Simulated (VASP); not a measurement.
# HgTe (F-43m) in VASP: notebook, part 2 of 2

VASP 6.6.1.

## (3) Relaxation of cell and atoms, LDA

Contents of INCAR:

```
PREC = Accurate ; ENCUT = 500
EDIFF = 1E-7 ; ISMEAR = 1
SIGMA = 0.2 ; LREAL = False
LASPH = True ; NELM = 120
ALGO = Normal ; ISIF = 3
LWAVE = False ; LCHARG = False
IBRION = 2 ; NSW = 80
EDIFFG = -0.01 ; GGA_COMPAT = False
NELMIN = 4
```

Contents of KPOINTS:

```
Automatic mesh
0
Gamma
  3 3 3
```

Contents of POSCAR:

```
HgTe
1.0
    0.0000000000      3.2145000000      3.2145000000
    3.2145000000      0.0000000000      3.2145000000
    3.2145000000      3.2145000000      0.0000000000
Hg Te
1 1
Direct
    0.0000000000      0.0000000000      0.0000000000
    0.7500000000      0.7500000000      0.7500000000
```

Potentials or basis: VASP PAW LDA potentials, release 64 (Hg, Te).

Command:

```console
$ cat potpaw_LDA.64/Hg/POTCAR potpaw_LDA.64/Te/POTCAR > POTCAR
$ mpirun -np 1 vasp_std > vasp.out
```

OUTCAR:

```text
PREC = Accurate
   ENCUT = 500
   EDIFF = 1E-7
   ISMEAR = 1
   LREAL = False
   LASPH = True
   NELM = 120
   ISIF = 3
   IBRION = 2
   NSW = 80
   EDIFFG = -0.01
   NELMIN = 4

 ion  position               nearest neighbor table
   1  0.000  0.000  0.000-   2 2.78   2 2.78   2 2.78   2 2.78
   2  0.750  0.750  0.750-   1 2.78   1 2.78   1 2.78   1 2.78

  LATTYP: Found a face centered cubic cell.
 ALAT       =     6.4290000000

  Lattice vectors:

 A1 = (   0.0000000000,   3.2145000000,   3.2145000000)
 A2 = (   3.2145000000,   0.0000000000,   3.2145000000)
 A3 = (   3.2145000000,   3.2145000000,   0.0000000000)

Analysis of symmetry for initial positions (statically):
=====================================================================
 Subroutine PRICEL returns:
 Original cell was already a primitive cell.

 Routine SETGRP: Setting up the symmetry group for a
 face centered cubic supercell.

 Subroutine GETGRP returns: Found 24 space group operations
 (whereof 24 operations were pure point group operations)
 out of a pool of 48 trial point group operations.

The static configuration has the point symmetry T_d .

Analysis of symmetry for dynamics (positions and initial velocities):
=====================================================================
 Subroutine PRICEL returns:
 Original cell was already a primitive cell.

 Routine SETGRP: Setting up the symmetry group for a
 face centered cubic supercell.

 Subroutine GETGRP returns: Found 24 space group operations
 (whereof 24 operations were pure point group operations)
 out of a pool of 48 trial point group operations.

The dynamic configuration has the point symmetry T_d .

 Subroutine INISYM returns: Found 24 space group operations
 (whereof 24 operations are pure point group operations),
 and found     1 'primitive' translations

[... 84 lines left out ...]
   NELECT =      18.0000    total number of electrons
   NUPDOWN=      -1.0000    fix difference up-down
   EMIN   =  10.00;   EMAX   =-10.00  energy-range for DOS
   EFERMI =   0.00;   METHOD = LEGACY
   ISMEAR =     1;   SIGMA  =   0.20  broadening in eV -4-tet -1-fermi 0-gaus
   EFERMI_NEDOS =   21; number of points for ismear=-14 and -15
   IALGO  =     38    algorithm
   IMIX   =      4    mixing-type and parameters
     AMIX     =   0.40;   BMIX     =  1.00
     AMIX_MAG =   1.60;   BMIX_MAG =  1.00
  volume/ion in A,a.u.               =      33.22       224.15
  Fermi-wavevector in a.u.,A,eV,Ry     =   1.059357  2.001894 15.268958  1.122237
  Thomas-Fermi vector in A             =   2.194699
   LORBIT       =      0    0 simple, 1 ext, 2 COOP (PROOUT), +10 PAW based schemes
   GGA     = CA    functional components
   LHFCALC =     F    Hartree Fock is set to
   AEXX    =    0.0000 exact exchange contribution
   IVDW    =     0    specifies the selected vdW correction
   LEPSILON=     F    determine dielectric tensor
   LRPA    =     F    only Hartree local field effects (RPA)
 conjugate gradient relaxation of ions
 non-spin polarized calculation
 Methfessel and Paxton  Order N= 1 SIGMA  =   0.20
  energy-cutoff  :      500.00
  volume of cell :       66.43
 maximum number of plane-waves:      1700
 NGX is ok and might be reduce to    36
   NGX = 17   NGY = 17   NGZ = 17

--------------------------------------- Ionic step        1  -------------------------------------------

 number of electron      18.0000000 magnetization

 Free energy of the ion-electron system (eV)
  ---------------------------------------------------
  ext. energy  EPLUGINS =         0.00000000
  ---------------------------------------------------
  free energy    TOTEN  =        -4.69690677 eV

  energy without entropy =       -4.69139439  energy(sigma->0) =       -4.69506931

------------------------ aborting loop because EDIFF is reached ----------------------------------------

  FORCE on cell =-STRESS in cart. coord.  units (eV):
  Direction    XX          YY          ZZ          XY          YZ          ZX
  --------------------------------------------------------------------------------------
  -------------------------------------------------------------------------------------
  Total        0.7633493      0.7633493      0.7633493     -0.0000000      0.0000000      0.0000000
  in kB       18.4104166     18.4104166     18.4104166     -0.0000000      0.0000000      0.0000000
  external PRESSURE =      18.4104166 kB  Pullay stress =       0.0000000 kB
[... 59 lines left out ...]
--------------------------------------- Ionic step        3  -------------------------------------------

 number of electron      18.0000002 magnetization

 Free energy of the ion-electron system (eV)
  ---------------------------------------------------
  ext. energy  EPLUGINS =         0.00000000
  ---------------------------------------------------
  free energy    TOTEN  =        -4.71166032 eV

  energy without entropy =       -4.70615256  energy(sigma->0) =       -4.70982440

 E-fermi :   2.7771     XC(G=0):  -8.9743

 val. band max:        2.7368314478   @ k =   0.0000   0.0000   0.0000
 cond. band min:       3.3944781656   @ k =   0.3333   0.0000   0.0000
 fundamental gap:      0.6576467179
 Fermi energy:         2.7771499899

 k-point     1 :       0.0000    0.0000    0.0000
  band No.  band energies     occupation
      1      -9.1287      2.00000
      2      -4.5767      2.00000
      3      -4.5767      2.00000
      4      -4.5767      2.00000
      5      -4.0837      2.00000
      6      -4.0837      2.00000
      7       1.7732      2.00000
      8       2.7368      1.33364
      9       2.7368      1.33364
     10       2.7368      1.33364
     11       6.8763      0.00000
     12       6.8763      0.00000
     13       6.8763      0.00000
[... 75 lines left out ...]
  FREE ENERGIE OF THE ION-ELECTRON SYSTEM (eV)
  ---------------------------------------------------
  free  energy   TOTEN  =        -4.7116603158 eV

  energy  without entropy=       -4.7061525630  energy(sigma->0) =       -4.70982440

 reached required accuracy - stopping structural energy minimisation
```

Wall time 8.4 s (1 thread of AMD EPYC 9R45 (Zen 5), shared host); peak memory 0.14 GiB.

What came out:

* Free energy: -4.7117 eV
* Relaxed volume: 34.54 Å³/atom
* Relaxed cell: a = 4.606 Å, b = 4.606 Å, c = 4.606 Å, α = 60.00°, β = 60.00°, γ = 60.00°
* Space group after relaxing (to 0.1 Å): F-43m (No. 216)
* Energy gained by relaxing: 7.4 meV/atom
* Ionic steps: 3
* Pressure after relaxing: 0.0 GPa
* Band gap on the k mesh: zero (filled and empty bands touch)

The path:
```csv
step,energy change (eV),largest force (eV/Å),pressure (GPa),volume (Å³)
1,0.0000,0.0000,1.84,66.43
2,-0.0126,0.0000,-0.64,70.17
3,-0.0148,0.0000,0.00,69.09
```

Final structure:
```
Hg Te
1.0
     0.00000    3.25679    3.25679
     3.25679    0.00000    3.25679
     3.25679    3.25679    0.00000
Hg Te
1 1
Direct
  0.00000 0.00000 0.00000
  0.75000 0.75000 0.75000
```

Caveat: the k points lie up to 0.56 Å⁻¹ apart in the final cell; semilocal functionals underestimate gaps, so a narrow gap can read as zero; spin-orbit coupling is left out, which moves the levels of the heavy elements.

## (4) Relaxation of cell and atoms, revPBE+D3(BJ)

Contents of INCAR:

```
ALGO     = Normal         # electronic algorithm
EDIFF    = 1E-7           # SCF threshold, eV
EDIFFG   = -0.01          # ionic threshold
ENCUT    = 500            # plane-wave cutoff, eV
GGA      = RE             # functional
GGA_COMPAT= F            
IBRION   = 2              # ionic algorithm
ISIF     = 3              # what is computed and relaxed
ISMEAR   = 1              # smearing method
IVDW     = 12             # dispersion correction
LASPH    = T              # aspherical terms in the spheres
LCHARG   = F              # write CHGCAR
LREAL    = F              # projectors in reciprocal space
LWAVE    = F              # write WAVECAR
NELM     = 120            # most SCF steps
NELMIN   = 4            
NSW      = 80             # ionic steps
PREC     = Accurate       # precision mode
SIGMA    = 0.2            # smearing width, eV
```

Contents of KPOINTS:

```
k-points
0
Gamma
  3 3 3
```

POSCAR is that of step 3.

Potentials or basis: VASP PAW PBE potentials, release 64 (Hg, Te).

Command:

```console
$ cat potpaw_PBE.64/Hg/POTCAR potpaw_PBE.64/Te/POTCAR > POTCAR
$ mpirun -np 1 vasp_std > vasp.out
```

It took 15 s on 1 thread of AMD EPYC 9R45 (Zen 5), shared host; peak memory 0.18 GiB.

Results (log left out):

```
Free energy                           : -4.0023 eV
Relaxed volume                        : 35.79 Å³/atom
Relaxed cell                          : a = 4.660 Å, b = 4.660 Å, c = 4.660 Å, α = 60.00°, β = 60.00°, γ = 60.00°
Space group after relaxing (to 0.1 Å) : F-43m (No. 216)
Energy gained by relaxing             : 24.9 meV/atom
Ionic steps                           : 3
Pressure after relaxing               : 0.0 GPa
Band gap on the k mesh                : zero (filled and empty bands touch)
Dispersion energy per atom            : -0.635 eV
```

The path:
| step | energy change (eV) | largest force (eV/Å) | pressure (GPa) | volume (Å³) |
| --- | --- | --- | --- | --- |
| 1 | 0.0000 | 0.0000 | 3.34 | 66.43 |
| 2 | -0.0452 | 0.0000 | -0.82 | 73.32 |
| 3 | -0.0498 | 0.0000 | 0.02 | 71.57 |

Final structure:
```
Hg Te
1.0
     0.00000    3.29534    3.29534
     3.29534    0.00000    3.29534
     3.29534    3.29534    0.00000
Hg Te
1 1
Direct
  0.00000 0.00000 0.00000
  0.75000 0.75000 0.75000
```

Levels at points of the mesh, in eV from the Fermi level:
| k point | band 5 | band 6 | band 7 | band 8 | band 9 | band 10 | band 11 | band 12 | band 13 |
| --- | --- | --- | --- | --- | --- | --- | --- | --- | --- |
| (0.00, 0.00, 0.00) | -6.68 | -6.68 | -0.86 | -0.04 | -0.04 | -0.04 | 4.29 | 4.29 | 4.29 |

Caveat: the k points lie up to 0.55 Å⁻¹ apart in the final cell; semilocal functionals underestimate gaps, so a narrow gap can read as zero; the PAW data sets were made with another functional, which shifts forces and pressure a little; spin-orbit coupling is left out, which moves the levels of the heavy elements. Zero-point motion and thermal expansion aren't in these numbers.

## (5) Relaxation of cell and atoms, r2SCAN+rVV10

POSCAR is that of step 4.

Contents of INCAR.step1:

```
PREC = Accurate
ENCUT = 550
ISMEAR = 1
SIGMA = 0.2
LREAL = F
LASPH = T
NELM = 120
GGA = PE
ALGO = Normal
EDIFF = 1E-5
LWAVE = T
LCHARG = F
GGA_COMPAT = F
IBRION = 2
ISIF = 3
EDIFFG = -0.005
NELMIN = 4
NSW = 100
```

Contents of INCAR.step2:

```
PREC = Accurate
ENCUT = 550
EDIFF = 1E-7
ISMEAR = 1
SIGMA = 0.2
LREAL = F
LASPH = T
NELM = 120
ALGO = Normal
ISIF = 3
LWAVE = F
LCHARG = F
METAGGA = R2SCAN
LMIXTAU = T
LUSE_VDW = T
IVDW_NL = 2
BPARAM = 11.95
CPARAM = 0.0093
IBRION = 2
NSW = 80
EDIFFG = -0.01
ISTART = 1
GGA_COMPAT = F
NELMIN = 4
```

Contents of KPOINTS:

```
Automatic mesh
0
Gamma
  3 3 3
```

Command:

```console
$ cat potpaw_PBE.64/Hg/POTCAR potpaw_PBE.64/Te/POTCAR > POTCAR
$ cp INCAR.step1 INCAR
$ mpirun -np 1 vasp_std > vasp.out
$ cp INCAR.step2 INCAR
$ mpirun -np 1 vasp_std > vasp.out
```

It took 3.4 min on 1 thread of AMD EPYC 9R45 (Zen 5), shared host; peak memory 0.38 GiB.

Results (log left out):

- Free energy: -74.3315 eV
- Relaxed volume: 36.06 Å³/atom
- Relaxed cell: a = 4.672 Å, b = 4.672 Å, c = 4.672 Å, α = 60.00°, β = 60.00°, γ = 60.00°
- Space group after relaxing (to 0.1 Å): F-43m (No. 216)
- Energy gained by relaxing: 32.5 meV/atom
- Ionic steps: 3
- Pressure after relaxing: 0.0 GPa
- Band gap on the k mesh: zero (filled and empty bands touch)

Step by step:
```
step  energy change (eV)  largest force (eV/Å)  pressure (GPa)  volume (Å³)
   1              0.0000                0.0000            3.97        66.43
   2             -0.0551                0.0000           -1.23        74.66
   3             -0.0651                0.0000            0.02        72.12
```

Final structure:
```xyz
2
Lattice="0.0000 3.3038 3.3038 3.3038 0.0000 3.3038 3.3038 3.3038 0.0000" Properties=species:S:1:pos:R:3 pbc="T T T"
Hg    0.0000    0.0000    0.0000
Te    4.9557    4.9557    4.9557
```

Levels at points of the mesh, in eV from the Fermi level:
```csv
k point,band 5,band 6,band 7,band 8,band 9,band 10,band 11,band 12,band 13
"(0.00, 0.00, 0.00)",-6.88,-6.88,-0.68,-0.04,-0.04,-0.04,4.58,4.58,4.58
```

Caveat: the k points lie up to 0.55 Å⁻¹ apart in the final cell; semilocal functionals underestimate gaps, so a narrow gap can read as zero; the PAW data sets were made with another functional, which shifts forces and pressure a little; spin-orbit coupling is left out, which moves the levels of the heavy elements. Zero-point motion and thermal expansion aren't in these numbers.

## (6) Summary

| level | potentials or basis | cutoff (eV) | gap on the mesh (eV) | pressure (GPa) | relaxed volume (Å³/atom) |
| --- | --- | --- | --- | --- | --- |
| RPBE | VASP PAW PBE potentials, release 64 (Hg, Te) | 500 | none | 0.0 | 40.09 |
| LDA | VASP PAW LDA potentials, release 64 (Hg, Te) | 500 | none | 0.0 | 34.54 |
| revPBE+D3(BJ) | VASP PAW PBE potentials, release 64 (Hg, Te) | 500 | none | 0.0 | 35.79 |
| r2SCAN+rVV10 | VASP PAW PBE potentials, release 64 (Hg, Te) | 550 | none | 0.0 | 36.06 |

Alike in all rows: task relaxation of cell and atoms; no spin polarisation; cell relaxed; k mesh 3 × 3 × 3; smearing methfessel-paxton 0.2 eV.

Caveats: all runs use coarse meshes; semilocal functionals underestimate gaps, so a narrow gap can read as zero; spin-orbit coupling is left out, which moves the levels of the heavy elements; the PAW data sets were made with another functional, which shifts forces and pressure a little (at least some runs); the volume moved by over 15 % at a fixed basis, so the end points are rough (at least some runs).

Total energies depend on the potentials used, so only differences within one code and one set of settings carry meaning.
